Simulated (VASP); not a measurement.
# Fe (Fd-3m) in VASP: further runs, part 2 of 3

VASP 6.6.1.

### Step 3. Single point, LDA (volume scaled by 0.88)

File INCAR:

```
PREC = Accurate
ENCUT = 520
EDIFF = 1E-6
ISMEAR = -1
SIGMA = 0.1
LREAL = F
LASPH = T
NELM = 100
ALGO = Normal
ISIF = 2
LWAVE = F
LCHARG = T
LELF = T
LVHAR = T
NBANDS = 15
```

File KPOINTS:

```
regular mesh
0
Gamma
  13 13 13
```

File POSCAR:

```
Fe
1.0
    0.0000000000      2.2788839193      2.2788839193
    2.2788839193      0.0000000000      2.2788839193
    2.2788839193      2.2788839193      0.0000000000
Fe
2
Direct
    0.1250000000      0.1250000000      0.1250000000
    0.8750000000      0.8750000000      0.8750000000
```

Potentials or basis: VASP PAW LDA potentials, release 64 (Fe).

The run is started by

```bash
$ cat potpaw_LDA.64/Fe/POTCAR > POTCAR
$ mpirun -np 1 vasp_std > vasp.out
```

OUTCAR:

```text
PREC = Accurate
   ENCUT = 520
   EDIFF = 1E-6
   ISMEAR = -1
   LREAL = F
   LASPH = T
   NELM = 100
   ISIF = 2

 ion  position               nearest neighbor table
   1  0.125  0.125  0.125-   2 1.97   2 1.97   2 1.97   2 1.97
   2  0.875  0.875  0.875-   1 1.97   1 1.97   1 1.97   1 1.97

  LATTYP: Found a face centered cubic cell.
 ALAT       =     4.5577678386

  Lattice vectors:

 A1 = (   0.0000000000,   2.2788839193,   2.2788839193)
 A2 = (   2.2788839193,   0.0000000000,   2.2788839193)
 A3 = (   2.2788839193,   2.2788839193,   0.0000000000)

Analysis of symmetry for initial positions (statically):
=====================================================================
 Subroutine PRICEL returns:
 Original cell was already a primitive cell.

 Routine SETGRP: Setting up the symmetry group for a
 face centered cubic supercell.

 Subroutine GETGRP returns: Found 48 space group operations
 (whereof 12 operations were pure point group operations)
 out of a pool of 48 trial point group operations.

The static configuration has the point symmetry D_3d.
 The point group associated with its full space group is O_h .

Analysis of symmetry for dynamics (positions and initial velocities):
=====================================================================
 Subroutine PRICEL returns:
 Original cell was already a primitive cell.

 Routine SETGRP: Setting up the symmetry group for a
 face centered cubic supercell.

 Subroutine GETGRP returns: Found 48 space group operations
 (whereof 12 operations were pure point group operations)
 out of a pool of 48 trial point group operations.

The dynamic configuration has the point symmetry D_3d.
 The point group associated with its full space group is O_h .

 Subroutine INISYM returns: Found 48 space group operations
 (whereof 12 operations are pure point group operations),
 and found     1 'primitive' translations

----------------------------------------------------------------------------------------

                                     Primitive cell

  volume of cell :      23.6699

  direct lattice vectors                    reciprocal lattice vectors
     0.000000000  2.278883919  2.278883919    -0.219405647  0.219405647  0.219405647
     2.278883919  0.000000000  2.278883919     0.219405647 -0.219405647  0.219405647
     2.278883919  2.278883919  0.000000000     0.219405647  0.219405647 -0.219405647

  length of vectors
     3.222828546  3.222828546  3.222828546     0.380021728  0.380021728  0.380021728

  position of ions in fractional coordinates (direct lattice)
     0.125000000  0.125000000  0.125000000
     0.875000000  0.875000000  0.875000000

  ion indices of the primitive-cell ions
   primitive index   ion index
                 1           1
                 2           2

----------------------------------------------------------------------------------------

 KPOINTS: regular mesh

Automatic generation of k-mesh.
 Grid dimensions read from file:
 generate k-points for:   13   13   13

 Generating k-lattice:

  Cartesian coordinates                     Fractional coordinates (reciprocal lattice)
    -0.016877357  0.016877357  0.016877357     0.076923077  0.000000000  0.000000000
     0.016877357 -0.016877357  0.016877357     0.000000000  0.076923077  0.000000000
     0.016877357  0.016877357 -0.016877357     0.000000000  0.000000000  0.076923077

  Length of vectors
     0.029232441  0.029232441  0.029232441

  Shift w.r.t. Gamma in fractional coordinates (k-lattice)
     0.000000000  0.000000000  0.000000000

 Subroutine IBZKPT returns following result:
 ===========================================

 Found     84 irreducible k-points:

 Following reciprocal coordinates:
            Coordinates               Weight
  0.000000  0.000000  0.000000      1.000000
  0.076923  0.000000  0.000000      8.000000
  0.153846  0.000000  0.000000      8.000000
  0.230769  0.000000  0.000000      8.000000
  0.307692  0.000000  0.000000      8.000000
  0.384615  0.000000  0.000000      8.000000
[... 16 lines left out ...]
  0.384615  0.153846  0.000000     24.000000
  0.461538  0.153846  0.000000     24.000000
 [... further k-points ...]
   k-points           NKPTS =     84   k-points in BZ     NKDIM =     84   number of bands    NBANDS=     15
   number of dos      NEDOS =    301   number of ions     NIONS =      2
   total plane-waves  NPLWV =  13824
   dimension x,y,z NGX =    24 NGY =   24 NGZ =   24
   dimension x,y,z NGXF=    48 NGYF=   48 NGZF=   48
   ions per type =               2
   NGX,Y,Z   is equivalent  to a cutoff of  12.38, 12.38, 12.38 a.u.
   NGXF,Y,Z  is equivalent  to a cutoff of  24.76, 24.76, 24.76 a.u.
 SYSTEM =  unknown system
   PREC   = accura    normal or accurate (medium, high low for compatibility)
   ISTART =      0    job   : 0-new  1-cont  2-samecut
   ICHARG =      2    charge: 1-file 2-atom 10-const
   ISPIN  =      1    spin polarized calculation?
   LNONCOLLINEAR =      F non collinear calculations
   LSORBIT =      F    spin-orbit coupling
   LASPH  =      T    aspherical Exc in radial PAW
   ENCUT  =  520.0 eV  38.22 Ry    6.18 a.u.   5.99  5.99  5.99*2*pi/ulx,y,z
   NELM   =    100;   NELMIN=  2; NELMDL= -5     # of ELM steps
   EDIFF  = 0.1E-05   stopping-criterion for ELM
   LREAL  =      F    real-space projection
   EDIFFG = 0.1E-04   stopping-criterion for IOM
   NSW    =      0    number of steps for IOM
   IBRION =     -1    ionic relax: 0-MD 1-quasi-New 2-CG
   NFREE  =      0    steps in history (QN), initial steepest desc. (CG)
   ISIF   =      2    stress and relaxation
   ISYM   =      2    0-nonsym 1-usesym 2-fastsym
   POTIM  = 0.5000    time-step for ionic-motion
   TEBEG  =    0.0;   TEEND  =   0.0 temperature during run
   PSTRESS=    0.0 pullay stress
   NELECT =      16.0000    total number of electrons
   NUPDOWN=      -1.0000    fix difference up-down
   EMIN   =  10.00;   EMAX   =-10.00  energy-range for DOS
   EFERMI =   0.00;   METHOD = LEGACY
   ISMEAR =    -1;   SIGMA  =   0.10  broadening in eV -4-tet -1-fermi 0-gaus
   EFERMI_NEDOS =   21; number of points for ismear=-14 and -15
   IALGO  =     38    algorithm
   IMIX   =      4    mixing-type and parameters
     AMIX     =   0.40;   BMIX     =  1.00
     AMIX_MAG =   1.60;   BMIX_MAG =  1.00
  volume/ion in A,a.u.               =      11.83        79.87
  Fermi-wavevector in a.u.,A,eV,Ry     =   1.436755  2.715073 28.086017  2.064264
  Thomas-Fermi vector in A             =   2.555908
   LORBIT       =      0    0 simple, 1 ext, 2 COOP (PROOUT), +10 PAW based schemes
   GGA     = CA    functional components
   LHFCALC =     F    Hartree Fock is set to
   AEXX    =    0.0000 exact exchange contribution
   IVDW    =     0    specifies the selected vdW correction
   LEPSILON=     F    determine dielectric tensor
   LRPA    =     F    only Hartree local field effects (RPA)
 non-spin polarized calculation
  energy-cutoff  :      520.00
  volume of cell :       23.67
 maximum number of plane-waves:       650
   NGX = 11   NGY = 11   NGZ = 11

 number of electron      16.0000012 magnetization

 Free energy of the ion-electron system (eV)
  ---------------------------------------------------
  ext. energy  EPLUGINS =         0.00000000
  ---------------------------------------------------
  free energy    TOTEN  =       -16.09602101 eV

  energy without entropy =      -16.03174047  energy(sigma->0) =      -16.06388074

 E-fermi :   5.3099     XC(G=0): -12.8625

 val. band max:        5.3066126741   @ k =   0.2308   0.2308   0.0000
 cond. band min:       5.3264491204   @ k =   0.3846   0.0000   0.0000
 fundamental gap:      0.0198364464
 Fermi energy:         5.3099070485

 k-point     1 :       0.0000    0.0000    0.0000
  band No.  band energies     occupation
      1      -2.3082      2.00000
      2       1.6596      2.00000
      3       1.6596      2.00000
      4       2.2656      2.00000
      5       2.2656      2.00000
      6       2.2656      2.00000
      7       4.7882      1.98921
      8       4.7882      1.98921
      9       4.7882      1.98921
     10       6.9791      0.00000
     11       6.9791      0.00000
     12      21.6298      0.00000
     13      21.6298      0.00000
     14      21.6298      0.00000
     15      22.0825      0.00000
[... 397 lines left out ...]
 k-point    24 :       0.4615    0.1538    0.0000
  band No.  band energies     occupation
      1       0.8058      2.00000
      2       1.0693      2.00000
      3       2.0540      2.00000
      4       2.3866      2.00000
      5       2.4426      2.00000
      6       3.0806      2.00000
      7       3.8536      2.00000
      8       5.4153      0.51682
      9       5.5050      0.24889
     10       6.5095      0.00001
     11       6.9995      0.00000
     12       9.4771      0.00000
     13      15.6915      0.00000
     14      15.7832      0.00000
     15      18.7777      0.00000

 [... further k-points ...]
[... 5 lines left out ...]
  --------------------------------------------------------------------------------------
  -------------------------------------------------------------------------------------
  Total        4.0219006      4.0219006      4.0219006      0.0000000      0.0000000      0.0000000
  in kB      272.2358428    272.2358428    272.2358428      0.0000000      0.0000000      0.0000000
  external PRESSURE =     272.2358428 kB  Pullay stress =       0.0000000 kB

 VOLUME and BASIS-vectors are now :
 -----------------------------------------------------------------------------
  energy-cutoff  :      520.00
  volume of cell :       23.67
      direct lattice vectors                 reciprocal lattice vectors
     0.000000000  2.278883919  2.278883919    -0.219405647  0.219405647  0.219405647
     2.278883919  0.000000000  2.278883919     0.219405647 -0.219405647  0.219405647
     2.278883919  2.278883919  0.000000000     0.219405647  0.219405647 -0.219405647

 POSITION                                       TOTAL-FORCE (eV/Angst)
 -----------------------------------------------------------------------------------
      0.56972      0.56972      0.56972         0.000000     -0.000000     -0.000000
      3.98805      3.98805      3.98805        -0.000000      0.000000      0.000000
 -----------------------------------------------------------------------------------
    total drift:                                0.000000      0.000000      0.000000

  FREE ENERGIE OF THE ION-ELECTRON SYSTEM (eV)
  ---------------------------------------------------
  free  energy   TOTEN  =       -16.0960210122 eV

  energy  without entropy=      -16.0317404714  energy(sigma->0) =      -16.06388074
```

stdout:

```text
POSCAR found type information on POSCAR Fe
 POSCAR found :  1 types and       2 ions
 scaLAPACK will be used
 LDA part: xc-table for (Slater(with rela. corr.)+CA(PZ))
 , standard interpolation
 POSCAR, INCAR and KPOINTS ok, starting setup
 FFT: planning ... GRIDC
 FFT: planning ... GRID_SOFT
 FFT: planning ... GRID
 WAVECAR not read
 entering main loop
```

Wall time 7.6 s (1 thread of Intel Xeon 6975P-C (Granite Rapids), shared host); peak memory 0.14 GiB.

What came out:

```
Free energy            : -16.0960 eV
Pressure               : 27.2 GPa
Band gap on the k mesh : zero (band 8 reaches 5.78 eV, above the bottom of band 9 at 4.76 eV)
```

Levels at points of the mesh, in eV from the Fermi level:
```
           k point  band 5  band 6  band 7  band 8  band 9  band 10  band 11  band 12
(0.00, 0.00, 0.00)   -3.04   -3.04   -0.52   -0.52   -0.52     1.67     1.67    16.32
```

Caveat: the run has no spin polarisation, though such a crystal can be magnetic. Spin polarisation is off, so any magnetic state and its effect on volume and gap are missing.

(Continued in part 3 of 3.)
